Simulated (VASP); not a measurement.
# In3GaP4 (an interface model) in VASP: single point with PBEsol

Aim: the single point of In3GaP4 (an interface model) with PBEsol.

All numbers are computed with VASP 6.6.1; they aren't measurements. Logs are shortened: lines on timing, memory, paths and dates and some standing lists are left out, and cuts for length are marked.

### 1 The cell of the first run

The cell holds layers of an interface, 8 atoms: a = 3.833 Å, b = 3.833 Å, c = 13.997 Å, α = 90.00°, β = 90.00°, γ = 120.00°.

### 2 Single point, PBEsol, collinear spin

INCAR reads:

```
PREC     = Accurate       # precision mode
ENCUT    = 400            # plane-wave cutoff, eV
EDIFF    = 1E-6           # SCF threshold, eV
ISMEAR   = -1             # smearing method
SIGMA    = 0.05           # smearing width, eV
LREAL    = F              # projectors in reciprocal space
LASPH    = T              # aspherical terms in the spheres
NELM     = 200            # most SCF steps
ALGO     = Normal         # electronic algorithm
ISIF     = 2              # what is computed and relaxed
LWAVE    = F              # write WAVECAR
LCHARG   = F              # write CHGCAR
ISPIN    = 2              # spin polarisation
MAGMOM   = 1 1 1 1 1 1 1 1 # initial moments
LORBIT   = 11             # projections on sites
GGA      = PS             # functional
NBANDS   = 50             # bands
GGA_COMPAT= F
```

KPOINTS reads:

```
Automatic mesh
0
Gamma
  4 4 1
```

POSCAR reads:

```
In3GaP4
1.0
    3.8334610000      0.0000000000      0.0000000000
   -1.9167310000      3.3198750000      0.0000000000
    0.0000000000      0.0000000000     13.9968150000
Ga In P
1 3 4
Direct
    0.3457450000      0.6170070000      0.9977900000
    0.2866750000      0.6886300000      0.4824490000
    0.6725340000      0.3685420000      0.2238570000
    0.6827920000      0.3113940000      0.7374980000
    0.3455830000      0.7324950000      0.1713500000
    0.3882830000      0.6436340000      0.6854580000
    0.6566390000      0.3132030000      0.4237170000
    0.6822950000      0.3065860000      0.9227480000
```

Potentials or basis: VASP PAW PBE potentials, release 64 (Ga_d, In_d, P).

The run is started by

```bash
$ cat potpaw_PBE.64/Ga_d/POTCAR potpaw_PBE.64/In_d/POTCAR potpaw_PBE.64/P/POTCAR > POTCAR
$ mpirun -np 1 vasp_std > vasp.out
```

OUTCAR:

```text
PREC = Accurate
   ENCUT = 400
   EDIFF = 1E-6
   ISMEAR = -1
   LREAL = F
   LASPH = T
   NELM = 200
   ISIF = 2
   ISPIN = 2
   LORBIT = 11
   GGA = PS

 ion  position               nearest neighbor table
   1  0.346  0.617  0.998-   8 2.39   8 2.44   5 2.47   8 2.52
   2  0.287  0.689  0.482-   7 2.24   7 2.26   7 2.61   6 2.88
   3  0.673  0.369  0.224-   5 2.24   5 2.35   5 2.41   7 2.80
   4  0.683  0.311  0.737-   6 2.21   6 2.34   6 2.45   8 2.59
   5  0.346  0.732  0.171-   3 2.24   3 2.35   3 2.41   1 2.47
   6  0.388  0.644  0.685-   4 2.21   4 2.34   4 2.45   2 2.88
   7  0.657  0.313  0.424-   2 2.24   2 2.26   2 2.61   3 2.80
   8  0.682  0.307  0.923-   1 2.39   1 2.44   1 2.52   4 2.59

  LATTYP: Found a hexagonal cell.
 ALAT       =     3.8334610000
 C/A-ratio  =     3.6512214419

  Lattice vectors:

 A1 = (   3.8334610000,   0.0000000000,   0.0000000000)
 A2 = (  -1.9167310000,   3.3198750000,   0.0000000000)
 A3 = (   0.0000000000,   0.0000000000,  13.9968150000)

Analysis of symmetry for initial positions (statically):
=====================================================================
 Subroutine PRICEL returns:
 Original cell was already a primitive cell.

 Routine SETGRP: Setting up the symmetry group for a
 hexagonal supercell.

 Subroutine GETGRP returns: Found  1 space group operations
 (whereof  1 operations were pure point group operations)
 out of a pool of 24 trial point group operations.

The static configuration has the point symmetry C_1 .

Analysis of symmetry for dynamics (positions and initial velocities):
=====================================================================
 Subroutine PRICEL returns:
 Original cell was already a primitive cell.

 Routine SETGRP: Setting up the symmetry group for a
 hexagonal supercell.

 Subroutine GETGRP returns: Found  1 space group operations
 (whereof  1 operations were pure point group operations)
 out of a pool of 24 trial point group operations.

The dynamic configuration has the point symmetry C_1 .

Analysis of structural, dynamic, and magnetic symmetry:
=====================================================================
 Subroutine PRICEL returns:
 Original cell was already a primitive cell.

 Routine SETGRP: Setting up the symmetry group for a
 hexagonal supercell.

[... 137 lines left out ...]
   NGX = 13   NGY = 13   NGZ = 45

 number of electron      71.9999991 magnetization       0.0013178

 Free energy of the ion-electron system (eV)
  ---------------------------------------------------
  ext. energy  EPLUGINS =         0.00000000
  ---------------------------------------------------
  free energy    TOTEN  =       -33.92676415 eV

  energy without entropy =      -33.92427263  energy(sigma->0) =      -33.92551839

 E-fermi :   6.5172     XC(G=0):  -9.9085

 val. band max:        6.3678024769   @ k =   0.0000   0.0000   0.0000
 cond. band min:       6.6656901901   @ k =   0.0000   0.0000   0.0000
 fundamental gap:      0.2978877132
 Fermi energy:         6.5172186096

 spin component 1

 k-point     1 :       0.0000    0.0000    0.0000
  band No.  band energies     occupation
      1      -9.4029      1.00000
      2      -9.2203      1.00000
      3      -9.1627      1.00000
      4      -9.0536      1.00000
      5      -8.9420      1.00000
      6      -8.9156      1.00000
[... 499 lines left out ...]
     47      11.7586      0.00000
     48      12.0204      0.00000
 Fermi energy:         6.5172186096

 spin component 2

 k-point     1 :       0.0000    0.0000    0.0000
  band No.  band energies     occupation
      1      -9.4028      1.00000
      2      -9.2202      1.00000
      3      -9.1626      1.00000
      4      -9.0535      1.00000
      5      -8.9419      1.00000
      6      -8.9156      1.00000
[... 499 lines left out ...]
     47      11.7587      0.00000
     48      12.0208      0.00000
 [bands above 48 left out]

------------------------ aborting loop because EDIFF is reached ----------------------------------------

  FORCE on cell =-STRESS in cart. coord.  units (eV):
  Direction    XX          YY          ZZ          XY          YZ          ZX
  --------------------------------------------------------------------------------------
  -------------------------------------------------------------------------------------
  Total       17.9476978     25.5942141     -4.7583546      0.8591501      0.0107425      2.6042566
  in kB      161.4274277    230.2026810    -42.7981884      7.7274754      0.0966214     23.4235306
  external PRESSURE =     116.2773068 kB  Pullay stress =       0.0000000 kB

 VOLUME and BASIS-vectors are now :
 -----------------------------------------------------------------------------
  energy-cutoff  :      400.00
  volume of cell :      178.13
      direct lattice vectors                 reciprocal lattice vectors
     3.833461000  0.000000000  0.000000000     0.260860877  0.150608119  0.000000000
    -1.916731000  3.319875000  0.000000000     0.000000000  0.301216160  0.000000000
     0.000000000  0.000000000 13.996815000     0.000000000  0.000000000  0.071444825

 POSITION                                       TOTAL-FORCE (eV/Angst)
 -----------------------------------------------------------------------------------
      0.14276      2.04839     13.96588        -0.364242      0.635056     -1.296335
     -0.22096      2.28617      6.75275         2.334618     -1.611957      2.577568
      1.87174      1.22351      3.13329        -0.349574      1.817374      2.473339
      2.02060      1.03379     10.32262         2.563163     -0.570323      1.971735
     -0.07922      2.43179      2.39835         0.550111     -2.206695     -2.211673
      0.25479      2.13678      9.59423        -2.885214      0.702729     -2.867351
      1.91687      1.03979      5.93069        -2.081712      1.627747     -2.473203
      2.02791      1.01783     12.91553         0.232851     -0.393931      1.825920
 -----------------------------------------------------------------------------------
    total drift:                               -0.000094      0.000402     -0.000854

  FREE ENERGIE OF THE ION-ELECTRON SYSTEM (eV)
  ---------------------------------------------------
  free  energy   TOTEN  =       -33.9267641476 eV

  energy  without entropy=      -33.9242726289  energy(sigma->0) =      -33.92551839

 total charge

# of ion       s       p       d       tot
------------------------------------------
    1        0.860   0.742   9.993  11.596
    2        0.871   0.916   9.930  11.716
    3        0.862   0.952   9.934  11.748
    4        0.865   0.999   9.943  11.807
    5        1.016   1.603   0.000   2.619
    6        1.019   1.591   0.000   2.610
    7        1.021   1.583   0.000   2.605
    8        1.029   1.454   0.000   2.483
--------------------------------------------------
tot          7.543   9.840  39.799  57.183

 magnetization (x)

# of ion       s       p       d       tot
------------------------------------------
    1       -0.000   0.000  -0.000   0.000
    2       -0.000  -0.000  -0.000  -0.000
    3       -0.000   0.000  -0.000  -0.000
    4       -0.000  -0.000   0.000  -0.000
    5       -0.000  -0.000   0.000  -0.000
    6        0.000   0.000   0.000   0.000
    7       -0.000  -0.000   0.000  -0.000
    8        0.000  -0.000   0.000  -0.000
--------------------------------------------------
tot         -0.000  -0.000  -0.000  -0.000
```

stdout:

```text
POSCAR found type information on POSCAR GaInP
 POSCAR found :  3 types and       8 ions
 scaLAPACK will be used
 -----------------------------------------------------------------------------
|                                                                             |
|                                                                             |
|     You enforced a specific xc type in the INCAR file but a different       |
|     I HOPE YOU KNOW WHAT YOU ARE DOING!                                     |
|                                                                             |
 -----------------------------------------------------------------------------

 LDA part: xc-table for (Slater+PW92), standard interpolation
 POSCAR, INCAR and KPOINTS ok, starting setup
 FFT: planning ... GRIDC
 FFT: planning ... GRID_SOFT
 FFT: planning ... GRID
 WAVECAR not read
 entering main loop
```

Run time: 2.8 min. Hardware: 1 thread of Intel Xeon Platinum 8259CL at 2.50GHz (Skylake/Cascade Lake), shared host; peak memory 0.35 GiB.

Results:

| Item | Value |
| --- | --- |
| Free energy | -33.9268 eV |
| Pressure | 11.6 GPa |
| Largest force | 4.128 eV/Å |
| Band gap on the k mesh | 0.30 eV |
| Net moment | 0.00 μB per cell |
| Valence electrons inside the program's atomic spheres | Ga 11.60; In 11.72, 11.75, 11.81; P 2.62, 2.61, 2.60, 2.48 |

Forces in eV/Å, atoms in the order of the input:
```
Ga  -0.364  0.635 -1.296
In   2.335 -1.612  2.578
In  -0.350  1.817  2.473
In   2.563 -0.570  1.972
P    0.550 -2.207 -2.212
P   -2.885  0.703 -2.867
P   -2.082  1.628 -2.473
P    0.233 -0.394  1.826
```

Caveat: the k points lie up to 0.47 Å⁻¹ apart; the PAW data sets were made with another functional, which shifts forces and pressure a little; spin-orbit coupling is left out, which moves the levels of the heavy elements.
